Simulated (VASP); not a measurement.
# TaSi2 (P6_222) in VASP: a series of runs, part 2 of 2

VASP 6.6.1.

### 5 Relaxation of cell and atoms, PBEsol

INCAR reads:

```
SYSTEM = TaSi2
PREC     = Accurate       ! precision mode
ENCUT    = 600            ! plane-wave cutoff, eV
EDIFF    = 1E-6           ! SCF threshold, eV
ISMEAR   = 0              ! smearing method
SIGMA    = 0.1            ! smearing width, eV
LREAL    = .False.        ! projectors in reciprocal space
LASPH    = .True.         ! aspherical terms in the spheres
NELM     = 60             ! most SCF steps
ALGO     = Normal         ! electronic algorithm
ISIF     = 3              ! what is computed and relaxed
LWAVE    = .False.        ! write WAVECAR
LCHARG   = .False.        ! write CHGCAR
GGA      = PS             ! functional
IBRION   = 2              ! ionic algorithm
NSW      = 100            ! ionic steps
EDIFFG   = -0.002         ! ionic threshold
```

KPOINTS reads:

```
Automatic mesh
0
Gamma
  9 9 6
  0 0 0
```

POSCAR reads:

```
TaSi2
1.0
    4.7686266500      0.0000000000      0.0000000000
   -2.3843133300      4.1297518200      0.0000000000
    0.0000000000      0.0000000000      6.5214099500
Ta Si
3 6
Direct
    0.0000000000      0.5000000000      0.1666666700
    0.5000000000      0.5000000000      0.8333333300
    0.5000000000      0.0000000000      0.5000000000
    0.8413836500      0.6827673000      0.5000000000
    0.1586163500      0.8413836500      0.8333333300
    0.6827673000      0.8413836500      0.1666666700
    0.1586163500      0.3172327000      0.5000000000
    0.8413836500      0.1586163500      0.8333333300
    0.3172327000      0.1586163500      0.1666666700
```

Potentials or basis: VASP PAW PBE potentials, release 64 (Ta_pv, Si).

Launch:

```
cat potpaw_PBE.64/Ta_pv/POTCAR potpaw_PBE.64/Si/POTCAR > POTCAR
mpirun -np 1 vasp_std > vasp.out
```

OUTCAR:

```text
SYSTEM = TaSi2
   PREC = Accurate
   ENCUT = 600
   EDIFF = 1E-6
   ISMEAR = 0
   LREAL = .False.
   LASPH = .True.
   NELM = 60
   ISIF = 3
   GGA = PS
   IBRION = 2
   NSW = 100
   EDIFFG = -0.002

 ion  position               nearest neighbor table
   1  0.000  0.500  0.167-   4 2.59   7 2.59   5 2.59   8 2.59   9 2.72   6 2.72   9 2.72   6 2.72
                             6 2.82   9 2.82   3 3.23   3 3.23   2 3.23   2 3.23
   2  0.500  0.500  0.833-   4 2.59   7 2.59   6 2.59   9 2.59   5 2.72   8 2.72   5 2.72   8 2.72
                             8 2.82   5 2.82   3 3.23   3 3.23   1 3.23   1 3.23
   3  0.500  0.000  0.500-   5 2.59   8 2.59   6 2.59   9 2.59   7 2.72   4 2.72   7 2.72   4 2.72
                             7 2.82   4 2.82   1 3.23   1 3.23   2 3.23   2 3.23
   4  0.841  0.683  0.500-   5 2.54   6 2.54   2 2.59   1 2.59   7 2.62   3 2.72   3 2.72   3 2.82
                             7 2.82   7 2.82   9 3.14   8 3.14
   5  0.159  0.841  0.833-   4 2.54   9 2.54   3 2.59   1 2.59   8 2.62   2 2.72   2 2.72   2 2.82
                             8 2.82   8 2.82   7 3.14   6 3.14
[... 442 lines left out ...]
 fundamental gap:      0.0197704623
 Fermi energy:         9.3802632090

 k-point     1 :       0.0000    0.0000    0.0000
  band No.  band energies     occupation
      1     -24.9155      2.00000
      2     -24.9155      2.00000
      3     -24.9117      2.00000
      4     -24.8397      2.00000
      5     -24.8397      2.00000
      6     -24.7456      2.00000
[... 877 lines left out ...]
     33      11.6553      0.00000
     34      11.7851      0.00000

 [... further k-points ...]

------------------------ aborting loop because EDIFF is reached ----------------------------------------

  FORCE on cell =-STRESS in cart. coord.  units (eV):
  Direction    XX          YY          ZZ          XY          YZ          ZX
  --------------------------------------------------------------------------------------
  -------------------------------------------------------------------------------------
  Total       -0.0095957     -0.0095957     -0.0113358      0.0000000      0.0000000      0.0000000
  in kB       -0.1192674     -0.1192674     -0.1408948      0.0000000      0.0000000      0.0000000
  external PRESSURE =      -0.1264765 kB  Pullay stress =       0.0000000 kB
[... 24 lines left out ...]
  FREE ENERGIE OF THE ION-ELECTRON SYSTEM (eV)
  ---------------------------------------------------
  free  energy   TOTEN  =       -77.3492009220 eV

  energy  without entropy=      -77.3267640067  energy(sigma->0) =      -77.33798246

 reached required accuracy - stopping structural energy minimisation
```

CONTCAR:

```text
TaSi2
   1.00000000000000
     4.7630705510375817    0.0000000000067451    0.0000000000000000
    -2.3815352805071242    4.1249400971494552   -0.0000000000000000
     0.0000000000000000    0.0000000000000000    6.5608738536228222
  Ta              Si
     3     6
Direct
     0.0000000000000000    0.5000000000000000    0.1666666699999979
     0.5000000000000000    0.5000000000000000    0.8333333300000021
     0.5000000000000000    0.0000000000000000    0.5000000000000000
     0.8407821000168592    0.6815642000337253    0.5000000000000000
     0.1592178999831409    0.8407821000168588    0.8333333300000021
     0.6815642000337253    0.8407821000168592    0.1666666699999979
     0.1592178999831408    0.3184357999662746    0.5000000000000000
     0.8407821000168589    0.1592178999831409    0.8333333300000021
     0.3184357999662747    0.1592178999831408    0.1666666699999979

  0.00000000E+00  0.00000000E+00  0.00000000E+00
  0.00000000E+00  0.00000000E+00  0.00000000E+00
  0.00000000E+00  0.00000000E+00  0.00000000E+00
  0.00000000E+00  0.00000000E+00  0.00000000E+00
  0.00000000E+00  0.00000000E+00  0.00000000E+00
  0.00000000E+00  0.00000000E+00  0.00000000E+00
  0.00000000E+00  0.00000000E+00  0.00000000E+00
  0.00000000E+00  0.00000000E+00  0.00000000E+00
  0.00000000E+00  0.00000000E+00  0.00000000E+00
```

It took 10 min on 1 thread of Intel Xeon 6975P-C (Granite Rapids), shared host; peak memory 0.43 GiB.

What came out:

* Free energy: -77.3492 eV
* Relaxed volume: 14.32 Å³/atom
* Relaxed cell: a = 4.763 Å, b = 4.763 Å, c = 6.561 Å, α = 90.00°, β = 90.00°, γ = 120.00°
* Space group after relaxing (to 0.1 Å): P6_222 (No. 180)
* Energy gained by relaxing: 0.7 meV/atom
* Ionic steps: 11
* Pressure after relaxing: 0.0 GPa
* Band gap on the k mesh: zero (an odd number of electrons rules out a gap without spin polarisation)

The path:
| step | energy change (eV) | largest force (eV/Å) | pressure (GPa) | volume (Å³) |
| --- | --- | --- | --- | --- |
| 1 | 0.0000 | 0.0465 | 0.92 | 128.43 |
| 2 | 0.0003 | 0.0489 | -1.67 | 129.96 |
| 3 | -0.0056 | 0.0479 | -0.38 | 129.18 |
| 4 | -0.0066 | 0.0253 | 0.15 | 128.79 |
| 5 | -0.0067 | 0.0288 | 0.06 | 128.85 |
| 6 | -0.0065 | 0.0300 | 0.04 | 128.87 |
| 7 | -0.0067 | 0.0074 | 0.03 | 128.88 |
| 8 | -0.0067 | 0.0001 | 0.02 | 128.88 |
| 9 | -0.0067 | 0.0009 | 0.03 | 128.88 |
| 10 | -0.0067 | 0.0004 | -0.03 | 128.92 |
| 11 | -0.0067 | 0.0007 | -0.01 | 128.90 |

Final structure:
```
Ta Si
1.0
     4.76307    0.00000    0.00000
    -2.38154    4.12494    0.00000
     0.00000    0.00000    6.56087
Ta Si
3 6
Direct
  0.00000 0.50000 0.16667
  0.50000 0.50000 0.83333
  0.50000 0.00000 0.50000
  0.84078 0.68156 0.50000
  0.15922 0.84078 0.83333
  0.68156 0.84078 0.16667
  0.15922 0.31844 0.50000
  0.84078 0.15922 0.83333
  0.31844 0.15922 0.16667
```

Caveat: the PAW data sets were made with another functional, which shifts forces and pressure a little; spin-orbit coupling is left out, which moves the levels of the heavy elements; an odd number of electrons without spin polarisation forces a metal; a magnetic or distorted state may lie lower.

### 6 Overview

```csv
task,cell,k mesh,cutoff (eV),smearing,gap on the mesh (eV),pressure (GPa)
single point,"a = 4.769, b = 4.769, c = 6.521 Å, angles 90.0, 90.0, 120.0°, 9 atoms, atomic positions A",6 × 6 × 4,520,gaussian 0.1 eV,none,0.9
single point,"a = 4.761, b = 4.761, c = 6.558 Å, angles 90.0, 90.0, 120.0°, 9 atoms, atomic positions B",9 × 9 × 6,520,gaussian 0.1 eV,none,0.2
single point,"a = 4.759, b = 4.759, c = 6.566 Å, angles 90.0, 90.0, 120.0°, 9 atoms, atomic positions C",9 × 9 × 6,520,fermi-dirac 0.15 eV,none,0.2
relaxation of cell and atoms,"relaxed from a = 4.769, b = 4.769, c = 6.521 Å, angles 90.0, 90.0, 120.0°, 9 atoms, atomic positions A",9 × 9 × 6,600,gaussian 0.1 eV,none,0.0
```

Alike in all rows: level PBEsol; potentials or basis VASP PAW PBE potentials, release 64 (Ta_pv, Si); no spin polarisation.

Caveats: the PAW data sets were made with another functional, which shifts forces and pressure a little; spin-orbit coupling is left out, which moves the levels of the heavy elements; an odd number of electrons without spin polarisation forces a metal; a magnetic or distorted state may lie lower.

Total energies depend on the potentials used, so only differences within one code and one set of settings carry meaning.

The gap in the log of VASP goes by the Fermi energy; the results here count the filled bands.